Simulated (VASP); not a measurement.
# SnO (P4/nmm) in VASP: further runs, part 2 of 2

VASP 6.6.1.

## 3. Single point, r2SCAN (epitaxial xy strain +1.0%)

Contents of POSCAR:

```
SnO
1.0
    3.8305139423      0.0000000000      0.0000000000
    0.0000000000      3.8305139423      0.0000000000
    0.0000000000      0.0000000000      4.7345952917
Sn O
2 2
Direct
    0.0000000000      0.5000000000      0.2393530025
    0.5000000000      0.0000000000      0.7606469975
    0.5000000000      0.5000000000      0.0000000000
    0.0000000000      0.0000000000      0.0000000000
```

Contents of INCAR.step1:

```
PREC = Accurate
ENCUT = 520
ISMEAR = -1
SIGMA = 0.02
LREAL = False
LASPH = True
NELM = 80
NBANDS = 28
GGA = PE
ALGO = Normal
EDIFF = 1E-4
LWAVE = True
LCHARG = False
```

Contents of INCAR.step2:

```
PREC = Accurate
ENCUT = 520
EDIFF = 1E-7
ISMEAR = -1
SIGMA = 0.02
LREAL = False
LASPH = True
NELM = 80
ALGO = Normal
ISIF = 2
LWAVE = False
LCHARG = False
METAGGA = R2SCAN
LMIXTAU = True
NBANDS = 28
ISTART = 1
```

Contents of KPOINTS:

```
regular mesh
0
Gamma
  6 6 6
```

Potentials or basis: VASP PAW PBE potentials, release 64 (Sn_d, O).

Run with:

```console
$ cat potpaw_PBE.64/Sn_d/POTCAR potpaw_PBE.64/O/POTCAR > POTCAR
$ cp INCAR.step1 INCAR
$ mpirun -np 1 vasp_std > vasp.out
$ cp INCAR.step2 INCAR
$ mpirun -np 1 vasp_std > vasp.out
```

OUTCAR:

```text
PREC = Accurate
   ENCUT = 520
   EDIFF = 1E-7
   ISMEAR = -1
   LREAL = False
   LASPH = True
   NELM = 80
   ISIF = 2
   METAGGA = R2SCAN
   ISTART = 1

 ion  position               nearest neighbor table
   1  0.000  0.500  0.239-   3 2.23   4 2.23   4 2.23   3 2.23   2 3.53   2 3.53   2 3.53   2 3.53
                             2 3.66   2 3.66   2 3.66   2 3.66
   2  0.500  0.000  0.761-   3 2.23   4 2.23   3 2.23   4 2.23   1 3.53   1 3.53   1 3.53   1 3.53
                             1 3.66   1 3.66   1 3.66   1 3.66
   3  0.500  0.500  0.000-   1 2.23   2 2.23   2 2.23   1 2.23
   4  0.000  0.000  0.000-   1 2.23   2 2.23   1 2.23   2 2.23

  LATTYP: Found a simple tetragonal cell.
 ALAT       =     3.8305139423
 C/A-ratio  =     1.2360209003

  Lattice vectors:

 A1 = (   3.8305139423,   0.0000000000,   0.0000000000)
 A2 = (   0.0000000000,   3.8305139423,   0.0000000000)
 A3 = (   0.0000000000,   0.0000000000,   4.7345952917)

Analysis of symmetry for initial positions (statically):
=====================================================================
 Subroutine PRICEL returns:
 Original cell was already a primitive cell.

 Routine SETGRP: Setting up the symmetry group for a
 simple tetragonal supercell.

 Subroutine GETGRP returns: Found 16 space group operations
 (whereof  8 operations were pure point group operations)
 out of a pool of 16 trial point group operations.

The static configuration has the point symmetry D_2d.
 The point group associated with its full space group is D_4h.

Analysis of symmetry for dynamics (positions and initial velocities):
=====================================================================
 Subroutine PRICEL returns:
 Original cell was already a primitive cell.

 Routine SETGRP: Setting up the symmetry group for a
 simple tetragonal supercell.

 Subroutine GETGRP returns: Found 16 space group operations
 (whereof  8 operations were pure point group operations)
 out of a pool of 16 trial point group operations.

The dynamic configuration has the point symmetry D_2d.
 The point group associated with its full space group is D_4h.

 Subroutine INISYM returns: Found 16 space group operations
 (whereof  8 operations are pure point group operations),
 and found     1 'primitive' translations

----------------------------------------------------------------------------------------

                                     Primitive cell

  volume of cell :      69.4699

  direct lattice vectors                    reciprocal lattice vectors
     3.830513942  0.000000000  0.000000000     0.261061574  0.000000000  0.000000000
     0.000000000  3.830513942  0.000000000     0.000000000  0.261061574  0.000000000
     0.000000000  0.000000000  4.734595292     0.000000000  0.000000000  0.211211294

  length of vectors
     3.830513942  3.830513942  4.734595292     0.261061574  0.261061574  0.211211294

  position of ions in fractional coordinates (direct lattice)
     0.000000000  0.500000000  0.239353003
     0.500000000  0.000000000  0.760646997
     0.500000000  0.500000000  0.000000000
     0.000000000  0.000000000  0.000000000

[... 26 lines left out ...]
     0.000000000  0.000000000  0.000000000

 Subroutine IBZKPT returns following result:
 ===========================================

 Found     40 irreducible k-points:

 Following reciprocal coordinates:
            Coordinates               Weight
  0.000000  0.000000  0.000000      1.000000
  0.166667  0.000000  0.000000      4.000000
  0.333333  0.000000  0.000000      4.000000
  0.500000  0.000000  0.000000      2.000000
  0.166667  0.166667  0.000000      4.000000
  0.333333  0.166667  0.000000      8.000000
[... 16 lines left out ...]
  0.333333  0.000000  0.333333      8.000000
  0.500000  0.000000  0.333333      4.000000
 [... further k-points ...]
   k-points           NKPTS =     40   k-points in BZ     NKDIM =     40   number of bands    NBANDS=     28
   number of dos      NEDOS =    301   number of ions     NIONS =      4
   total plane-waves  NPLWV =  28224
   dimension x,y,z NGX =    28 NGY =   28 NGZ =   36
   dimension x,y,z NGXF=    56 NGYF=   56 NGZF=   72
   ions per type =               2   2
   NGX,Y,Z   is equivalent  to a cutoff of  12.15, 12.15, 12.64 a.u.
   NGXF,Y,Z  is equivalent  to a cutoff of  24.30, 24.30, 25.28 a.u.
 SYSTEM =  unknown system
   PREC   = accura    normal or accurate (medium, high low for compatibility)
   ISTART =      1    job   : 0-new  1-cont  2-samecut
   ICHARG =      0    charge: 1-file 2-atom 10-const
   ISPIN  =      1    spin polarized calculation?
   LNONCOLLINEAR =      F non collinear calculations
   LSORBIT =      F    spin-orbit coupling
   LASPH  =      T    aspherical Exc in radial PAW
   ENCUT  =  520.0 eV  38.22 Ry    6.18 a.u.   7.12  7.12  8.80*2*pi/ulx,y,z
   NELM   =     80;   NELMIN=  2; NELMDL=  0     # of ELM steps
   EDIFF  = 0.1E-06   stopping-criterion for ELM
   LREAL  =      F    real-space projection
   EDIFFG = 0.1E-05   stopping-criterion for IOM
   NSW    =      0    number of steps for IOM
   IBRION =     -1    ionic relax: 0-MD 1-quasi-New 2-CG
   NFREE  =      0    steps in history (QN), initial steepest desc. (CG)
   ISIF   =      2    stress and relaxation
   ISYM   =      2    0-nonsym 1-usesym 2-fastsym
   POTIM  = 0.5000    time-step for ionic-motion
   TEBEG  =    0.0;   TEEND  =   0.0 temperature during run
   PSTRESS=    0.0 pullay stress
   NELECT =      40.0000    total number of electrons
   NUPDOWN=      -1.0000    fix difference up-down
   EMIN   =  10.00;   EMAX   =-10.00  energy-range for DOS
   EFERMI =   0.00;   METHOD = LEGACY
   ISMEAR =    -1;   SIGMA  =   0.02  broadening in eV -4-tet -1-fermi 0-gaus
   EFERMI_NEDOS =   21; number of points for ismear=-14 and -15
   IALGO  =     38    algorithm
   IMIX   =      4    mixing-type and parameters
     AMIX     =   0.40;   BMIX     =  1.00
     AMIX_MAG =   1.60;   BMIX_MAG =  1.00
  volume/ion in A,a.u.               =      17.37       117.20
  Fermi-wavevector in a.u.,A,eV,Ry     =   1.361954  2.573720 25.237709  1.854919
  Thomas-Fermi vector in A             =   2.488486
   LORBIT       =      0    0 simple, 1 ext, 2 COOP (PROOUT), +10 PAW based schemes
   METAGGA = R2SCAN    functional components
   LHFCALC =     F    Hartree Fock is set to
   AEXX    =    0.0000 exact exchange contribution
   IVDW    =     0    specifies the selected vdW correction
   LEPSILON=     F    determine dielectric tensor
   LRPA    =     F    only Hartree local field effects (RPA)
 non-spin polarized calculation
  energy-cutoff  :      520.00
  volume of cell :       69.47
 maximum number of plane-waves:      1912
   NGX = 15   NGY = 15   NGZ = 17

 number of electron      39.9999987 magnetization

 Free energy of the ion-electron system (eV)
  ---------------------------------------------------
  ext. energy  EPLUGINS =         0.00000000
  ---------------------------------------------------
  free energy    TOTEN  =       -66.89207924 eV

  energy without entropy =      -66.89206961  energy(sigma->0) =      -66.89207443

 E-fermi :   7.2837     XC(G=0): -10.9938

 val. band max:        7.1714396992   @ k =   0.0000   0.0000   0.0000
 cond. band min:       7.4094093333   @ k =   0.5000   0.5000   0.0000
 fundamental gap:      0.2379696341
 Fermi energy:         7.2836655278

 k-point     1 :       0.0000    0.0000    0.0000
  band No.  band energies     occupation
      1     -15.7233      2.00000
      2     -15.1523      2.00000
      3     -15.1523      2.00000
      4     -15.1497      2.00000
      5     -15.1011      2.00000
      6     -15.0842      2.00000
[... 733 lines left out ...]
     27      16.9655      0.00000
     28      16.9655      0.00000

 [... further k-points ...]

------------------------ aborting loop because EDIFF is reached ----------------------------------------

  FORCE on cell =-STRESS in cart. coord.  units (eV):
  Direction    XX          YY          ZZ          XY          YZ          ZX
  --------------------------------------------------------------------------------------
  -------------------------------------------------------------------------------------
  Total       -0.0139804     -0.0139804      0.7422579      0.0000000      0.0000000      0.0000000
  in kB       -0.3224291     -0.3224291     17.1186086      0.0000000      0.0000000      0.0000000
  external PRESSURE =       5.4912501 kB  Pullay stress =       0.0000000 kB

 VOLUME and BASIS-vectors are now :
 -----------------------------------------------------------------------------
  energy-cutoff  :      520.00
  volume of cell :       69.47
      direct lattice vectors                 reciprocal lattice vectors
     3.830513942  0.000000000  0.000000000     0.261061574  0.000000000  0.000000000
     0.000000000  3.830513942  0.000000000     0.000000000  0.261061574  0.000000000
     0.000000000  0.000000000  4.734595292     0.000000000  0.000000000  0.211211294

 POSITION                                       TOTAL-FORCE (eV/Angst)
 -----------------------------------------------------------------------------------
      0.00000      1.91526      1.13324         0.000000      0.000000      0.127994
      1.91526      0.00000      3.60136         0.000000      0.000000     -0.127994
      1.91526      1.91526      0.00000         0.000000      0.000000      0.000000
      0.00000      0.00000      0.00000         0.000000     -0.000000      0.000000
 -----------------------------------------------------------------------------------
    total drift:                                0.000000      0.000000      0.000000

  FREE ENERGIE OF THE ION-ELECTRON SYSTEM (eV)
  ---------------------------------------------------
  free  energy   TOTEN  =       -66.8920792396 eV

  energy  without entropy=      -66.8920696113  energy(sigma->0) =      -66.89207443
```

It took 2.1 min on 1 thread of AMD EPYC 9R45 (Zen 5), shared host; peak memory 0.18 GiB.

Results:

```
Free energy            : -66.8921 eV
Pressure               : 0.5 GPa
Largest force          : 0.128 eV/Å
Band gap on the k mesh : 0.24 eV (least direct gap 2.23 eV)
```

Forces in eV/Å, atoms in the order of the input:
```
Sn   0.000  0.000  0.128
Sn   0.000  0.000 -0.128
O    0.000  0.000  0.000
O    0.000  0.000  0.000
```

Caveat: the cell differs from its parent crystal (epitaxial xy strain +1.0%); semilocal functionals underestimate gaps, and a narrow one can read as zero; the PAW data sets were made with another functional, which shifts forces and pressure a little; spin-orbit coupling is left out, which moves the levels of the heavy elements. A k mesh can miss the band edges.

## 4. Single point, r2SCAN (epitaxial xy strain +2.0%)

Contents of POSCAR:

```
SnO
1.0
    3.8684398229      0.0000000000      0.0000000000
    0.0000000000      3.8684398229      0.0000000000
    0.0000000000      0.0000000000      4.6990470938
Sn O
2 2
Direct
    0.0000000000      0.5000000000      0.2383404858
    0.5000000000      0.0000000000      0.7616595142
    0.5000000000      0.5000000000      0.0000000000
    0.0000000000      0.0000000000      0.0000000000
```

Contents of INCAR.step1:

```
SYSTEM = SnO
PREC = Accurate
ENCUT = 520
ISMEAR = 0
SIGMA = 0.01
LREAL = .False.
LASPH = .True.
NELM = 60
NBANDS = 28
GGA = PE
ALGO = Normal
EDIFF = 1E-4
LWAVE = .True.
LCHARG = .False.
```

Contents of INCAR.step2:

```
SYSTEM = SnO
PREC = Accurate
ENCUT = 520
EDIFF = 1E-7
ISMEAR = 0
SIGMA = 0.01
LREAL = .False.
LASPH = .True.
NELM = 60
ALGO = Normal
ISIF = 2
LWAVE = .False.
LCHARG = .True.
METAGGA = R2SCAN
LMIXTAU = .True.
LELF = .True.
LVHAR = .True.
NBANDS = 28
ISTART = 1
```

Contents of KPOINTS:

```
Automatic mesh
0
Gamma
  6 6 6
  0 0 0
```

Run with:

```console
$ cat potpaw_PBE.64/Sn_d/POTCAR potpaw_PBE.64/O/POTCAR > POTCAR
$ cp INCAR.step1 INCAR
$ mpirun -np 1 vasp_std > vasp.out
$ cp INCAR.step2 INCAR
$ mpirun -np 1 vasp_std > vasp.out
```

Run time: 2.6 min. Hardware: 1 thread of AMD EPYC 9R45 (Zen 5), shared host; peak memory 0.18 GiB.

Results (log left out):

```yaml
Free_energy: -66.8783 eV
Pressure: -0.7 GPa
Largest_force: 0.121 eV/Å
Band_gap_on_the_k_mesh: 0.42 eV (least direct gap 2.23 eV)
```

Forces on the atoms (eV/Å):
```
Sn   0.000  0.000  0.121
Sn   0.000  0.000 -0.121
O    0.000  0.000  0.000
O    0.000  0.000  0.000
```

Stress tensor (GPa, compression positive):
```
-1.81  0.00  0.00
 0.00 -1.81  0.00
 0.00  0.00  1.64
```

Levels at points of the mesh, in eV from the valence-band top:
| k point | band 17 | band 18 | band 19 | band 20 | band 21 | band 22 | band 23 | band 24 |
| --- | --- | --- | --- | --- | --- | --- | --- | --- |
| (0.00, 0.00, 0.00) | -3.59 | -3.45 | -3.45 | 0.00 | 2.48 | 4.96 | 4.96 | 5.00 |
| (0.50, 0.00, 0.00) | -5.03 | -5.03 | -2.63 | -2.63 | 3.79 | 3.79 | 6.26 | 6.26 |
| (0.50, 0.50, 0.00) | -2.77 | -2.77 | -1.81 | -1.81 | 0.42 | 0.42 | 5.19 | 5.19 |
| (0.00, 0.00, 0.50) | -3.47 | -3.47 | -2.79 | -2.03 | 1.88 | 3.19 | 3.19 | 3.67 |
| (0.50, 0.00, 0.50) | -5.03 | -5.03 | -1.68 | -1.68 | 3.12 | 3.12 | 5.70 | 5.70 |
| (0.50, 0.50, 0.50) | -2.77 | -2.77 | -2.72 | -2.72 | 2.80 | 2.80 | 4.80 | 4.80 |

Caveat: the cell differs from its parent crystal (epitaxial xy strain +2.0%); semilocal functionals underestimate gaps, and a narrow one can read as zero; the PAW data sets were made with another functional, which shifts forces and pressure a little; spin-orbit coupling is left out, which moves the levels of the heavy elements. A k mesh can miss the band edges.

## 5. Single point, r2SCAN (epitaxial xy strain +3.0%)

Contents of POSCAR:

```
SnO
1.0
    3.9063657035      0.0000000000      0.0000000000
    0.0000000000      3.9063657035      0.0000000000
    0.0000000000      0.0000000000      4.6613007390
Sn O
2 2
Direct
    0.0000000000      0.5000000000      0.2373428064
    0.5000000000      0.0000000000      0.7626571936
    0.5000000000      0.5000000000      0.0000000000
    0.0000000000      0.0000000000      0.0000000000
```

Contents of INCAR.step1:

```
SYSTEM = SnO
  PREC = Accurate
  ENCUT = 520
  ISMEAR = 0
  SIGMA = 0.01
  LREAL = .FALSE.
  LASPH = .TRUE.
  NELM = 80
  NBANDS = 28
  GGA = PE
  ALGO = Normal
  EDIFF = 1E-4
  LWAVE = .TRUE.
  LCHARG = .FALSE.
```

Contents of INCAR.step2:

```
SYSTEM = SnO
  PREC = Accurate
  ENCUT = 520
  EDIFF = 1E-7
  ISMEAR = 0
  SIGMA = 0.01
  LREAL = .FALSE.
  LASPH = .TRUE.
  NELM = 80
  ALGO = Normal
  ISIF = 2
  LWAVE = .FALSE.
  LCHARG = .FALSE.
  METAGGA = R2SCAN
  LMIXTAU = .TRUE.
  NBANDS = 28
  ISTART = 1
```

Contents of KPOINTS:

```
Automatic mesh
0
G
  6 6 6
  0 0 0
```

Run with:

```console
$ cat potpaw_PBE.64/Sn_d/POTCAR potpaw_PBE.64/O/POTCAR > POTCAR
$ cp INCAR.step1 INCAR
$ mpirun -np 1 vasp_std > vasp.out
$ cp INCAR.step2 INCAR
$ mpirun -np 1 vasp_std > vasp.out
```

Wall time 2.6 min (1 thread of AMD EPYC 9R45 (Zen 5), shared host); peak memory 0.18 GiB.

The run converged. Its results:

```yaml
Free_energy: -66.8496 eV
Pressure: -1.7 GPa
Largest_force: 0.117 eV/Å
Band_gap_on_the_k_mesh: 0.61 eV (least direct gap 2.23 eV)
```

Forces in eV/Å, atoms in the order of the input:
```
Sn   0.000  0.000  0.117
Sn   0.000  0.000 -0.117
O    0.000  0.000  0.000
O    0.000  0.000  0.000
```

Stress tensor (GPa, compression positive):
```
-3.42  0.00  0.00
 0.00 -3.42  0.00
 0.00  0.00  1.61
```

Levels at points of the mesh, in eV from the valence-band top:
```
           k point  band 18  band 19  band 20  band 21  band 22  band 23
(0.00, 0.00, 0.00)    -3.33    -3.33     0.00     2.51     5.06     5.06
(0.50, 0.00, 0.00)    -4.78    -2.40    -2.40     3.92     3.92     6.32
(0.50, 0.50, 0.00)    -2.65    -1.62    -1.62     0.61     0.61     5.41
(0.00, 0.00, 0.50)    -3.34    -2.70    -1.74     1.86     3.30     3.30
(0.50, 0.00, 0.50)    -4.85    -1.49    -1.49     3.24     3.24     5.75
(0.50, 0.50, 0.50)    -2.65    -2.57    -2.57     3.01     3.01     4.93
```

Caveat: the cell differs from its parent crystal (epitaxial xy strain +3.0%); the stress differs along the axes, from -3 to 2 GPa; semilocal functionals underestimate gaps, and a narrow one can read as zero; the PAW data sets were made with another functional, which shifts forces and pressure a little; spin-orbit coupling is left out, which moves the levels of the heavy elements.

## 6. The runs side by side

```tsv
cell	smearing	gap on the mesh (eV)	pressure (GPa)	largest force (eV/Å)
a = 3.755, b = 3.755, c = 4.782 Å, 4 atoms, epitaxial xy strain -1.0%	fermi-dirac 0.02 eV	none	3.2	0.12
a = 3.831, b = 3.831, c = 4.735 Å, 4 atoms, epitaxial xy strain +1.0%	fermi-dirac 0.02 eV	0.24	0.5	0.13
a = 3.868, b = 3.868, c = 4.699 Å, 4 atoms, epitaxial xy strain +2.0%	gaussian 0.01 eV	0.42	-0.7	0.12
a = 3.906, b = 3.906, c = 4.661 Å, 4 atoms, epitaxial xy strain +3.0%	gaussian 0.01 eV	0.61	-1.7	0.12
```

Alike in all rows: task single point; level r2SCAN; potentials or basis VASP PAW PBE potentials, release 64 (Sn_d, O); no spin polarisation; k mesh 6 × 6 × 6; cutoff (eV) 520.

Caveats: semilocal functionals underestimate gaps, and a narrow one can read as zero; the PAW data sets were made with another functional, which shifts forces and pressure a little; spin-orbit coupling is left out, which moves the levels of the heavy elements; the cell stands under pressure (at least some runs); the stress differs along the axes, from -3 to 2 GPa (at least some runs).

Total energies depend on the potentials used, so only differences within one code and one set of settings carry meaning.

The gap in the log of VASP goes by the Fermi energy; the results here count the filled bands.